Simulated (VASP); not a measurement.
# LiMg3 (Fm-3m) in VASP: single point with LDA

Aim: the single point of LiMg3 with LDA.

Everything below comes from runs of VASP 6.6.1. Logs are shortened: lines on timing, memory, paths and dates and some standing lists are left out, and cuts for length are marked.

### Step 1. The cell of the first run

The structure is cubic, space group Fm-3m (No. 225). Conventional cell: a = 6.967 Å, b = 6.967 Å, c = 6.967 Å, α = 90.00°, β = 90.00°, γ = 90.00°. Li (site symmetry m-3m) has 14 Mg at 3.02 to 3.48 Å within 4.0 Å. Mg (site symmetry m-3m) has 8 Mg at 3.02 Å and 6 Li at 3.48 Å within 4.0 Å. Within 4.0 Å of Mg (site symmetry -43m) lie 4 Li at 3.02 Å and 10 Mg at 3.02 to 3.48 Å.

### Step 2. Single point, LDA

INCAR

```
SYSTEM = LiMg3
PREC = Accurate ; ENCUT = 750
EDIFF = 1E-6 ; ISMEAR = -1
SIGMA = 0.1 ; LREAL = .FALSE.
LASPH = .TRUE. ; NELM = 120
ALGO = Normal ; ISIF = 2
LWAVE = .FALSE. ; LCHARG = .TRUE.
LELF = .TRUE. ; LVHAR = .TRUE.
NBANDS = 19 ; GGA_COMPAT = .FALSE.
```

KPOINTS

```
Automatic mesh
0
G
  4 4 2
  0 0 0
```

POSCAR

```
LiMg3
1.0
    0.0000000000      3.4836850000      3.4836850000
    3.4836850000      0.0000000000      3.4836850000
    6.9673700000      6.9673700000      0.0000000000
Li Mg
2 6
Direct
    0.5000000000      0.5000000000      0.2500000000
    0.5000000000      0.5000000000      0.7500000000
    0.0000000000      0.0000000000      0.0000000000
    0.2500000000      0.2500000000      0.1250000000
    0.7500000000      0.7500000000      0.3750000000
    0.0000000000      0.0000000000      0.5000000000
    0.2500000000      0.2500000000      0.6250000000
    0.7500000000      0.7500000000      0.8750000000
```

Potentials or basis: VASP PAW LDA potentials, release 64 (Li_sv, Mg).

The run is started by

```sh
$ cat potpaw_LDA.64/Li_sv/POTCAR potpaw_LDA.64/Mg/POTCAR > POTCAR
$ mpirun -np 1 vasp_std > vasp.out
```

OUTCAR:

```text
SYSTEM = LiMg3
   PREC = Accurate
   ENCUT = 750
   EDIFF = 1E-6
   ISMEAR = -1
   LREAL = .FALSE.
   LASPH = .TRUE.
   NELM = 120
   ISIF = 2

 ion  position               nearest neighbor table
   1  0.500  0.500  0.250-   4 3.02   4 3.02   4 3.02   5 3.02   7 3.02   8 3.02   5 3.02   5 3.02

   2  0.500  0.500  0.750-   7 3.02   7 3.02   4 3.02   5 3.02   7 3.02   8 3.02   8 3.02   8 3.02

   3  0.000  0.000  0.000-   8 3.02   8 3.02   4 3.02   5 3.02   7 3.02   8 3.02   4 3.02   4 3.02
[... 7 lines left out ...]
   7  0.250  0.250  0.625-   6 3.02   6 3.02   1 3.02   2 3.02   3 3.02   6 3.02   2 3.02   2 3.02
                             5 3.48   8 3.48   5 3.48   5 3.48   8 3.48   8 3.48
   8  0.750  0.750  0.875-   2 3.02   2 3.02   1 3.02   2 3.02   3 3.02   6 3.02   3 3.02   3 3.02
                             4 3.48   7 3.48   7 3.48   4 3.48   7 3.48   4 3.48

  LATTYP: Found a trigonal (rhomboedric) cell.
 ALAT       =     8.5332506746
 COS(alpha) =     0.8333333333

  Lattice vectors:

 A1 = (   6.9673700000,   3.4836850000,  -3.4836850000)
 A2 = (   3.4836850000,   3.4836850000,  -6.9673700000)
 A3 = (   3.4836850000,   6.9673700000,  -3.4836850000)

Analysis of symmetry for initial positions (statically):
=====================================================================
 Subroutine PRICEL returns following result:

  LATTYP: Found a face centered cubic cell.
 ALAT       =     6.9673700000

  Lattice vectors:

 A1 = (   0.0000000000,   3.4836850000,   3.4836850000)
 A2 = (   3.4836850000,   0.0000000000,   3.4836850000)
 A3 = (   3.4836850000,   3.4836850000,   0.0000000000)

   2 primitive cells build up your supercell.

 Routine SETGRP: Setting up the symmetry group for a
 trigonal (rhombohedral) supercell.

 Subroutine GETGRP returns: Found 12 space group operations
 (whereof 12 operations were pure point group operations)
 out of a pool of 12 trial point group operations.

The static configuration has the point symmetry D_3d.

Analysis of symmetry for dynamics (positions and initial velocities):
=====================================================================
 Subroutine PRICEL returns following result:

  LATTYP: Found a face centered cubic cell.
 ALAT       =     6.9673700000

  Lattice vectors:

 A1 = (   0.0000000000,   3.4836850000,   3.4836850000)
 A2 = (   3.4836850000,   0.0000000000,   3.4836850000)
 A3 = (   3.4836850000,   3.4836850000,   0.0000000000)

   2 primitive cells build up your supercell.

 Routine SETGRP: Setting up the symmetry group for a
 trigonal (rhombohedral) supercell.

 Subroutine GETGRP returns: Found 12 space group operations
 (whereof 12 operations were pure point group operations)
 out of a pool of 12 trial point group operations.

The dynamic configuration has the point symmetry D_3d.

 Subroutine INISYM returns: Found 12 space group operations
 (whereof 12 operations are pure point group operations),
 and found     2 'primitive' translations

----------------------------------------------------------------------------------------

                                     Primitive cell

  volume of cell :      84.5564

  direct lattice vectors                    reciprocal lattice vectors
     0.000000000  3.483685000  3.483685000    -0.143526180  0.143526180  0.143526180
     3.483685000  0.000000000  3.483685000     0.143526180 -0.143526180  0.143526180
     3.483685000  3.483685000  0.000000000     0.143526180  0.143526180 -0.143526180

  length of vectors
     4.926674574  4.926674574  4.926674574     0.248594636  0.248594636  0.248594636

  position of ions in fractional coordinates (direct lattice)
     0.500000000  0.500000000  0.500000000
     0.000000000  0.000000000  0.000000000
     0.250000000  0.250000000  0.250000000
[... 32 lines left out ...]
|           W    W    AA    RRRRR   N    N  II  N    N   GGGG   !!!           |
|           W    W   A  A   R    R  NN   N  II  NN   N  G    G  !!!           |
|           W    W  A    A  R    R  N N  N  II  N N  N  G       !!!           |
|           W WW W  AAAAAA  RRRRR   N  N N  II  N  N N  G  GGG   !            |
|           WW  WW  A    A  R   R   N   NN  II  N   NN  G    G                |
|           W    W  A    A  R    R  N    N  II  N    N   GGGG   !!!           |
|                                                                             |
|     Your reciprocal lattice and k-lattice belong to different lattice       |
|     classes:                                                                |
|                                                                             |
|        The reciprocal lattice is rhombohedral (trigonal),                   |
|        whereas your k-lattice is body-centered cubic.                       |
|                                                                             |
|     Results are often still useful ...                                      |
|                                                                             |
 -----------------------------------------------------------------------------

 Subroutine IBZKPT returns following result:
 ===========================================

 Found      8 irreducible k-points:

 Following reciprocal coordinates:
            Coordinates               Weight
  0.000000  0.000000  0.000000      1.000000
  0.250000  0.000000  0.000000      6.000000
  0.500000  0.000000  0.000000      3.000000
  0.250000  0.250000  0.000000      6.000000
  0.500000  0.250000  0.000000      6.000000
 -0.250000  0.250000  0.000000      6.000000
  0.000000  0.000000  0.500000      1.000000
  0.500000  0.000000  0.500000      3.000000
   k-points           NKPTS =      8   k-points in BZ     NKDIM =      8   number of bands    NBANDS=     19
   number of dos      NEDOS =    301   number of ions     NIONS =      8
   total plane-waves  NPLWV = 207360
   dimension x,y,z NGX =    48 NGY =   48 NGZ =   90
   dimension x,y,z NGXF=    96 NGYF=   96 NGZF=  180
   ions per type =               2   6
   NGX,Y,Z   is equivalent  to a cutoff of  16.20, 16.20, 15.18 a.u.
   NGXF,Y,Z  is equivalent  to a cutoff of  32.39, 32.39, 30.37 a.u.
 SYSTEM =  LiMg3
   PREC   = accura    normal or accurate (medium, high low for compatibility)
   ISTART =      0    job   : 0-new  1-cont  2-samecut
   ICHARG =      2    charge: 1-file 2-atom 10-const
   ISPIN  =      1    spin polarized calculation?
   LNONCOLLINEAR =      F non collinear calculations
   LSORBIT =      F    spin-orbit coupling
   LASPH  =      T    aspherical Exc in radial PAW
   ENCUT  =  750.0 eV  55.12 Ry    7.42 a.u.  11.00 11.00 22.00*2*pi/ulx,y,z
   NELM   =    120;   NELMIN=  2; NELMDL= -5     # of ELM steps
   EDIFF  = 0.1E-05   stopping-criterion for ELM
   LREAL  =      F    real-space projection
   EDIFFG = 0.1E-04   stopping-criterion for IOM
   NSW    =      0    number of steps for IOM
   IBRION =     -1    ionic relax: 0-MD 1-quasi-New 2-CG
   NFREE  =      0    steps in history (QN), initial steepest desc. (CG)
   ISIF   =      2    stress and relaxation
   ISYM   =      2    0-nonsym 1-usesym 2-fastsym
   POTIM  = 0.5000    time-step for ionic-motion
   TEBEG  =    0.0;   TEEND  =   0.0 temperature during run
   PSTRESS=    0.0 pullay stress
   NELECT =      18.0000    total number of electrons
   NUPDOWN=      -1.0000    fix difference up-down
   EMIN   =  10.00;   EMAX   =-10.00  energy-range for DOS
   EFERMI =   0.00;   METHOD = LEGACY
   ISMEAR =    -1;   SIGMA  =   0.10  broadening in eV -4-tet -1-fermi 0-gaus
   EFERMI_NEDOS =   21; number of points for ismear=-14 and -15
   IALGO  =     38    algorithm
   IMIX   =      4    mixing-type and parameters
     AMIX     =   0.40;   BMIX     =  1.00
     AMIX_MAG =   1.60;   BMIX_MAG =  1.00
  volume/ion in A,a.u.               =      21.14       142.65
  Fermi-wavevector in a.u.,A,eV,Ry     =   0.775842  1.466129  8.189772  0.601931
  Thomas-Fermi vector in A             =   1.878195
   LORBIT       =      0    0 simple, 1 ext, 2 COOP (PROOUT), +10 PAW based schemes
   GGA     = CA    functional components
   LHFCALC =     F    Hartree Fock is set to
   AEXX    =    0.0000 exact exchange contribution
   IVDW    =     0    specifies the selected vdW correction
   LEPSILON=     F    determine dielectric tensor
   LRPA    =     F    only Hartree local field effects (RPA)
 non-spin polarized calculation
  energy-cutoff  :      750.00
  volume of cell :      169.11
 maximum number of plane-waves:      7915
 NGX is ok and might be reduce to    48
   NGX = 21   NGY = 21   NGZ = 43

 number of electron      17.9999996 magnetization

 Free energy of the ion-electron system (eV)
  ---------------------------------------------------
  ext. energy  EPLUGINS =         0.00000000
  ---------------------------------------------------
  free energy    TOTEN  =       -15.16284283 eV

  energy without entropy =      -15.07876841  energy(sigma->0) =      -15.12080562

 E-fermi :   2.4481     XC(G=0):  -8.5156

 val. band max:        2.1549758531   @ k =   0.2500   0.2500   0.0000
 cond. band min:       2.5535801580   @ k =   0.2500   0.2500   0.0000
 fundamental gap:      0.3986043049
 Fermi energy:         2.4481112975

 k-point     1 :       0.0000    0.0000    0.0000
  band No.  band energies     occupation
      1     -43.3616      2.00000
      2     -43.3616      2.00000
      3      -4.1975      2.00000
      4      -2.3387      2.00000
      5      -1.6343      2.00000
      6       3.2650      0.00057
[... 153 lines left out ...]
      6      -0.7150      2.00000
[... 11 lines left out ...]
     18       6.9849      0.00000
     19       8.1357      0.00000

------------------------ aborting loop because EDIFF is reached ----------------------------------------

  FORCE on cell =-STRESS in cart. coord.  units (eV):
  Direction    XX          YY          ZZ          XY          YZ          ZX
  --------------------------------------------------------------------------------------
  -------------------------------------------------------------------------------------
  Total       -1.4705615     -1.4705615     -1.4705615     -0.0000232      0.0000232      0.0000232
  in kB      -13.9321180    -13.9321180    -13.9321180     -0.0002198      0.0002198      0.0002198
  external PRESSURE =     -13.9321180 kB  Pullay stress =       0.0000000 kB

 VOLUME and BASIS-vectors are now :
 -----------------------------------------------------------------------------
  energy-cutoff  :      750.00
  volume of cell :      169.11
      direct lattice vectors                 reciprocal lattice vectors
     0.000000000  3.483685000  3.483685000    -0.143526180  0.143526180  0.143526180
     3.483685000  0.000000000  3.483685000     0.143526180 -0.143526180  0.143526180
     6.967370000  6.967370000  0.000000000     0.071763090  0.071763090 -0.071763090

 POSITION                                       TOTAL-FORCE (eV/Angst)
 -----------------------------------------------------------------------------------
      3.48368      3.48368      3.48368         0.000000      0.000000     -0.000000
      6.96737      6.96737      3.48368         0.000000      0.000000     -0.000000
      0.00000      0.00000      0.00000         0.000000      0.000000     -0.000000
      1.74184      1.74184      1.74184         0.000000      0.000000     -0.000000
      5.22553      5.22553      5.22553        -0.000000     -0.000000      0.000000
      3.48368      3.48368      0.00000        -0.000000     -0.000000     -0.000000
      5.22553      5.22553      1.74184         0.000000      0.000000     -0.000000
      8.70921      8.70921      5.22553        -0.000000     -0.000000      0.000000
 -----------------------------------------------------------------------------------
    total drift:                               -0.000000     -0.000000      0.000000

  FREE ENERGIE OF THE ION-ELECTRON SYSTEM (eV)
  ---------------------------------------------------
  free  energy   TOTEN  =       -15.1628428299 eV

  energy  without entropy=      -15.0787684087  energy(sigma->0) =      -15.12080562
```

Run time: 29 s. Hardware: 1 thread of Intel Xeon 6975P-C (Granite Rapids), shared host; peak memory 0.35 GiB.

What came out:

```yaml
Free_energy: -15.1628 eV
Pressure: -1.4 GPa
Band_gap_on_the_k_mesh: zero (bands 9 and 10 overlap by 1.65 eV)
```

Levels at points of the mesh, in eV from the Fermi level:
| k point | band 5 | band 6 | band 7 | band 8 | band 9 | band 10 | band 11 | band 12 | band 13 | band 14 |
| --- | --- | --- | --- | --- | --- | --- | --- | --- | --- | --- |
| (0.00, 0.00, 0.00) | -4.08 | 0.82 | 0.82 | 0.90 | 0.90 | 1.52 | 1.52 | 1.52 | 1.62 | 1.62 |
| (0.50, 0.00, 0.00) | -3.99 | -3.53 | -1.29 | -1.29 | -0.63 | 0.50 | 0.82 | 0.82 | 0.90 | 0.90 |
| (0.00, 0.00, 0.50) | -1.74 | -1.74 | 0.68 | 0.68 | 0.68 | 0.68 | 2.11 | 2.11 | 2.11 | 2.11 |
| (0.50, 0.00, 0.50) | -3.16 | -3.16 | -1.72 | -1.72 | -0.75 | -0.75 | 0.40 | 0.40 | 2.70 | 2.70 |

Caveat: the k points lie up to 0.39 Å⁻¹ apart, too coarse for converged energies and pressures of a metal.

The gap in the log of VASP goes by the Fermi energy; the results here count the filled bands.